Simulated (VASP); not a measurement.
# LaPb2 (I4/mmm) in VASP: single point with PBE

Aim: the single point of LaPb2 with PBE.

Everything below comes from runs of VASP 6.6.1. Logs are shortened: lines on timing, memory, paths and dates and some standing lists are left out, and cuts for length are marked.

## Step 1: The cell of the first run

It takes space group I4/mmm (No. 139, tetragonal). The conventional cell has a = 4.133 Å, b = 4.133 Å, c = 11.277 Å, α = 90.00°, β = 90.00°, γ = 90.00°. Pb (site symmetry 4mm) has 9 Pb at 3.26 to 4.20 Å and 5 La at 3.54 to 3.60 Å within 4.3 Å. La (site symmetry 4/mmm) has 10 Pb at 3.54 to 3.60 Å and 4 La at 4.13 Å within 4.6 Å.

## Step 2: Single point, PBE

INCAR reads:

```
SYSTEM = LaPb2
  PREC = Accurate
  ENCUT = 520
  EDIFF = 1E-6
  ISMEAR = -1
  SIGMA = 0.05
  LREAL = .False.
  LASPH = .True.
  NELM = 60
  ALGO = Fast
  ISIF = 2
  LWAVE = .False.
  LCHARG = .True.
  GGA = PE
  LELF = .True.
  LVHAR = .True.
  NBANDS = 26
```

KPOINTS reads:

```
regular mesh
0
Gamma
  9 9 9
  0 0 0
```

POSCAR reads:

```
LaPb2
1.0
   -2.0663430000      2.0663430000      5.6384500000
    2.0663430000     -2.0663430000      5.6384500000
    2.0663430000      2.0663430000     -5.6384500000
Pb La
2 1
Direct
    0.6863945000      0.6863945000      0.0000000000
    0.3136055000      0.3136055000      0.0000000000
    0.0000000000      0.0000000000      0.0000000000
```

Potentials or basis: VASP PAW PBE potentials, release 64 (Pb_d, La).

Command:

```bash
> cat potpaw_PBE.64/Pb_d/POTCAR potpaw_PBE.64/La/POTCAR > POTCAR
> mpirun -np 1 vasp_std > vasp.out
```

OUTCAR:

```text
SYSTEM = LaPb2
   PREC = Accurate
   ENCUT = 520
   EDIFF = 1E-6
   ISMEAR = -1
   LREAL = .False.
   LASPH = .True.
   NELM = 60
   ISIF = 2
   GGA = PE

 ion  position               nearest neighbor table
   1  0.686  0.686  0.000-   2 3.26   2 3.26   2 3.26   2 3.26   3 3.54   3 3.60   3 3.60   3 3.60
                             3 3.60
   2  0.314  0.314  0.000-   1 3.26   1 3.26   1 3.26   1 3.26   3 3.54   3 3.60   3 3.60   3 3.60
                             3 3.60
   3  0.000  0.000  0.000-   1 3.54   2 3.54   2 3.60   1 3.60   1 3.60   1 3.60   1 3.60   2 3.60
                             2 3.60   2 3.60

  LATTYP: Found a body centered tetragonal cell.
 ALAT       =     4.1326860000
 C/A-ratio  =     2.7287096092

  Lattice vectors:

 A1 = (  -2.0663430000,   2.0663430000,   5.6384500000)
 A2 = (   2.0663430000,  -2.0663430000,   5.6384500000)
 A3 = (   2.0663430000,   2.0663430000,  -5.6384500000)

Analysis of symmetry for initial positions (statically):
=====================================================================
 Subroutine PRICEL returns:
 Original cell was already a primitive cell.

 Routine SETGRP: Setting up the symmetry group for a
 body centered tetragonal supercell.

 Subroutine GETGRP returns: Found 16 space group operations
 (whereof 16 operations were pure point group operations)
 out of a pool of 16 trial point group operations.

The static configuration has the point symmetry D_4h.

Analysis of symmetry for dynamics (positions and initial velocities):
=====================================================================
 Subroutine PRICEL returns:
 Original cell was already a primitive cell.

 Routine SETGRP: Setting up the symmetry group for a
 body centered tetragonal supercell.

 Subroutine GETGRP returns: Found 16 space group operations
 (whereof 16 operations were pure point group operations)
 out of a pool of 16 trial point group operations.

The dynamic configuration has the point symmetry D_4h.

 Subroutine INISYM returns: Found 16 space group operations
 (whereof 16 operations are pure point group operations),
 and found     1 'primitive' translations

----------------------------------------------------------------------------------------

                                     Primitive cell

  volume of cell :      96.2996

  direct lattice vectors                    reciprocal lattice vectors
    -2.066343000  2.066343000  5.638450000     0.000000000  0.241973380  0.088676853
     2.066343000 -2.066343000  5.638450000     0.241973380  0.000000000  0.088676853
     2.066343000  2.066343000 -5.638450000     0.241973380  0.241973380  0.000000000

  length of vectors
     6.350721627  6.350721627  6.350721627     0.257710498  0.257710498  0.342202036

  position of ions in fractional coordinates (direct lattice)
     0.686394500  0.686394500  0.000000000
     0.313605500  0.313605500  0.000000000
     0.000000000  0.000000000  0.000000000

  ion indices of the primitive-cell ions
   primitive index   ion index
                 1           1
                 2           2
                 3           3

----------------------------------------------------------------------------------------

 KPOINTS: regular mesh

Automatic generation of k-mesh.
 Grid dimensions read from file:
 generate k-points for:    9    9    9

 Generating k-lattice:

  Cartesian coordinates                     Fractional coordinates (reciprocal lattice)
     0.000000000  0.026885931  0.009852984     0.111111111  0.000000000 -0.000000000
     0.026885931  0.000000000  0.009852984     0.000000000  0.111111111 -0.000000000
     0.026885931  0.026885931  0.000000000     0.000000000  0.000000000  0.111111111

  Length of vectors
     0.028634500  0.028634500  0.038022448

  Shift w.r.t. Gamma in fractional coordinates (k-lattice)
     0.000000000  0.000000000  0.000000000

 Subroutine IBZKPT returns following result:
 ===========================================

 Found     75 irreducible k-points:

 Following reciprocal coordinates:
            Coordinates               Weight
  0.000000  0.000000  0.000000      1.000000
  0.111111  0.000000 -0.000000      8.000000
  0.222222  0.000000 -0.000000      8.000000
  0.333333  0.000000 -0.000000      8.000000
  0.444444  0.000000 -0.000000      8.000000
  0.111111  0.111111 -0.000000      8.000000
[... 16 lines left out ...]
 -0.333333  0.333333  0.000000      4.000000
  0.444444  0.444444 -0.000000      8.000000
 [... further k-points ...]
   k-points           NKPTS =     75   k-points in BZ     NKDIM =     75   number of bands    NBANDS=     26
   number of dos      NEDOS =    301   number of ions     NIONS =      3
   total plane-waves  NPLWV = 110592
   dimension x,y,z NGX =    48 NGY =   48 NGZ =   48
   dimension x,y,z NGXF=    96 NGYF=   96 NGZF=   96
   ions per type =               2   1
   NGX,Y,Z   is equivalent  to a cutoff of  12.57, 12.57, 12.57 a.u.
   NGXF,Y,Z  is equivalent  to a cutoff of  25.13, 25.13, 25.13 a.u.
 SYSTEM =  LaPb2
   PREC   = accura    normal or accurate (medium, high low for compatibility)
   ISTART =      0    job   : 0-new  1-cont  2-samecut
   ICHARG =      2    charge: 1-file 2-atom 10-const
   ISPIN  =      1    spin polarized calculation?
   LNONCOLLINEAR =      F non collinear calculations
   LSORBIT =      F    spin-orbit coupling
   LASPH  =      T    aspherical Exc in radial PAW
   ENCUT  =  520.0 eV  38.22 Ry    6.18 a.u.  11.81 11.81 11.81*2*pi/ulx,y,z
   NELM   =     60;   NELMIN=  2; NELMDL= -5     # of ELM steps
   EDIFF  = 0.1E-05   stopping-criterion for ELM
   LREAL  =      F    real-space projection
   EDIFFG = 0.1E-04   stopping-criterion for IOM
   NSW    =      0    number of steps for IOM
   IBRION =     -1    ionic relax: 0-MD 1-quasi-New 2-CG
   NFREE  =      0    steps in history (QN), initial steepest desc. (CG)
   ISIF   =      2    stress and relaxation
   ISYM   =      2    0-nonsym 1-usesym 2-fastsym
   POTIM  = 0.5000    time-step for ionic-motion
   TEBEG  =    0.0;   TEEND  =   0.0 temperature during run
   PSTRESS=    0.0 pullay stress
   NELECT =      39.0000    total number of electrons
   NUPDOWN=      -1.0000    fix difference up-down
   EMIN   =  10.00;   EMAX   =-10.00  energy-range for DOS
   EFERMI =   0.00;   METHOD = LEGACY
   ISMEAR =    -1;   SIGMA  =   0.05  broadening in eV -4-tet -1-fermi 0-gaus
   EFERMI_NEDOS =   21; number of points for ismear=-14 and -15
   IALGO  =     68    algorithm
   IMIX   =      4    mixing-type and parameters
     AMIX     =   0.40;   BMIX     =  1.00
     AMIX_MAG =   1.60;   BMIX_MAG =  1.00
  volume/ion in A,a.u.               =      32.10       216.62
  Fermi-wavevector in a.u.,A,eV,Ry     =   1.211216  2.288866 19.960340  1.467044
  Thomas-Fermi vector in A             =   2.346738
   LORBIT       =      0    0 simple, 1 ext, 2 COOP (PROOUT), +10 PAW based schemes
   GGA     = PE    functional components
   LHFCALC =     F    Hartree Fock is set to
   AEXX    =    0.0000 exact exchange contribution
   IVDW    =     0    specifies the selected vdW correction
   LEPSILON=     F    determine dielectric tensor
   LRPA    =     F    only Hartree local field effects (RPA)
 non-spin polarized calculation
 RMM-DIIS sequential band-by-band and
  energy-cutoff  :      520.00
  volume of cell :       96.30
 maximum number of plane-waves:      2609
   NGX = 23   NGY = 23   NGZ = 23

 number of electron      38.9999999 magnetization

 Free energy of the ion-electron system (eV)
  ---------------------------------------------------
  ext. energy  EPLUGINS =         0.00000000
  ---------------------------------------------------
  free energy    TOTEN  =       -12.94772471 eV

  energy without entropy =      -12.92410648  energy(sigma->0) =      -12.93591560

 E-fermi :   7.5647     XC(G=0): -10.0009

 val. band max:        7.5522493562   @ k =   0.1111   0.1111  -0.0000
 cond. band min:       7.5678692143   @ k =  -0.3333   0.4444   0.3333
 fundamental gap:      0.0156198581
 Fermi energy:         7.5647004650

 k-point     1 :       0.0000    0.0000    0.0000
  band No.  band energies     occupation
      1     -25.5982      2.00000
      2      -9.4688      2.00000
      3      -9.2854      2.00000
      4      -9.2854      2.00000
      5      -9.2626      2.00000
      6      -9.2217      2.00000
[... 18 lines left out ...]
     25       9.1669      0.00000
     26       9.1774      0.00000

 k-point     2 :       0.1111    0.0000   -0.0000
  band No.  band energies     occupation
      1     -25.5958      2.00000
      2      -9.4699      2.00000
      3      -9.3442      2.00000
      4      -9.3121      2.00000
      5      -9.2113      2.00000
      6      -9.1824      2.00000
[... 18 lines left out ...]
     25       9.1621      0.00000
     26       9.1807      0.00000

 k-point     3 :       0.2222    0.0000   -0.0000
  band No.  band energies     occupation
      1     -25.5898      2.00000
      2      -9.4694      2.00000
      3      -9.3793      2.00000
      4      -9.3791      2.00000
      5      -9.1807      2.00000
      6      -9.1324      2.00000
[... 18 lines left out ...]
     25       9.1553      0.00000
     26       9.2333      0.00000

 k-point     4 :       0.3333    0.0000   -0.0000
  band No.  band energies     occupation
      1     -25.5829      2.00000
      2      -9.4656      2.00000
      3      -9.4541      2.00000
      4      -9.3773      2.00000
      5      -9.1779      2.00000
      6      -9.1459      2.00000
[... 18 lines left out ...]
     25       9.1880      0.00000
     26       9.2253      0.00000

 k-point     5 :       0.4444    0.0000   -0.0000
  band No.  band energies     occupation
      1     -25.5783      2.00000
      2      -9.5113      2.00000
      3      -9.4508      2.00000
      4      -9.3519      2.00000
      5      -9.2266      2.00000
      6      -9.1554      2.00000
[... 18 lines left out ...]
     25       9.1993      0.00000
     26       9.2486      0.00000

 k-point     6 :       0.1111    0.1111   -0.0000
  band No.  band energies     occupation
      1     -25.5934      2.00000
      2      -9.4648      2.00000
      3      -9.3627      2.00000
      4      -9.3187      2.00000
      5      -9.2022      2.00000
      6      -9.1606      2.00000
[... 427 lines left out ...]
 k-point    21 :       0.4444    0.3333   -0.0000
  band No.  band energies     occupation
      1     -25.5636      2.00000
      2      -9.5425      2.00000
      3      -9.4796      2.00000
      4      -9.4722      2.00000
      5      -9.1392      2.00000
      6      -9.0816      2.00000
[... 18 lines left out ...]
     25       9.2397      0.00000
     26       9.2500      0.00000

 k-point    22 :      -0.4444    0.3333    0.0000
  band No.  band energies     occupation
      1     -25.5636      2.00000
      2      -9.5405      2.00000
      3      -9.4637      2.00000
      4      -9.4538      2.00000
      5      -9.1881      2.00000
      6      -9.1185      2.00000
[... 18 lines left out ...]
     25       9.2321      0.00000
     26       9.2394      0.00000

 k-point    23 :      -0.3333    0.3333    0.0000
  band No.  band energies     occupation
      1     -25.5680      2.00000
      2      -9.4996      2.00000
      3      -9.4387      2.00000
      4      -9.4253      2.00000
      5      -9.2323      2.00000
      6      -9.1504      2.00000
[... 18 lines left out ...]
     25       9.2154      0.00000
     26       9.2251      0.00000

 k-point    24 :       0.4444    0.4444   -0.0000
  band No.  band energies     occupation
      1     -25.5592      2.00000
      2      -9.5563      2.00000
      3      -9.5194      2.00000
      4      -9.4787      2.00000
      5      -9.1155      2.00000
      6      -9.0923      2.00000
[... 18 lines left out ...]
     25       9.2399      0.00000
     26       9.2538      0.00000

 [... further k-points ...]

------------------------ aborting loop because EDIFF is reached ----------------------------------------

  FORCE on cell =-STRESS in cart. coord.  units (eV):
  Direction    XX          YY          ZZ          XY          YZ          ZX
  --------------------------------------------------------------------------------------
  -------------------------------------------------------------------------------------
  Total       -0.2529171     -0.2529171      0.5353528      0.0000000     -0.0000000      0.0000000
  in kB       -4.2078881     -4.2078881      8.9068902      0.0000000     -0.0000000      0.0000000
  external PRESSURE =       0.1637047 kB  Pullay stress =       0.0000000 kB

 VOLUME and BASIS-vectors are now :
 -----------------------------------------------------------------------------
  energy-cutoff  :      520.00
  volume of cell :       96.30
      direct lattice vectors                 reciprocal lattice vectors
    -2.066343000  2.066343000  5.638450000     0.000000000  0.241973380  0.088676853
     2.066343000 -2.066343000  5.638450000     0.241973380  0.000000000  0.088676853
     2.066343000  2.066343000 -5.638450000     0.241973380  0.241973380  0.000000000

 POSITION                                       TOTAL-FORCE (eV/Angst)
 -----------------------------------------------------------------------------------
      0.00000      0.00000      7.74040         0.000000      0.000000     -0.079059
      0.00000      0.00000      3.53650        -0.000000     -0.000000      0.079059
      0.00000      0.00000      0.00000        -0.000000     -0.000000      0.000000
 -----------------------------------------------------------------------------------
    total drift:                               -0.000000     -0.000000      0.000000

  FREE ENERGIE OF THE ION-ELECTRON SYSTEM (eV)
  ---------------------------------------------------
  free  energy   TOTEN  =       -12.9477247149 eV

  energy  without entropy=      -12.9241064836  energy(sigma->0) =      -12.93591560
```

It took 22 min on 1 thread of Intel Xeon Platinum 8259CL at 2.50GHz (Skylake/Cascade Lake), shared host; peak memory 0.47 GiB.

What came out:

```yaml
Free_energy: -12.9477 eV
Pressure: 0.0 GPa
Largest_force: 0.079 eV/Å
Band_gap_on_the_k_mesh: zero (an odd number of electrons rules out a gap without spin polarisation)
```

Forces in eV/Å, atoms in the order of the input:
```
Pb   0.000  0.000 -0.079
Pb   0.000  0.000  0.079
La   0.000  0.000  0.000
```

Caveat: spin-orbit coupling is left out, which moves the levels of the heavy elements.
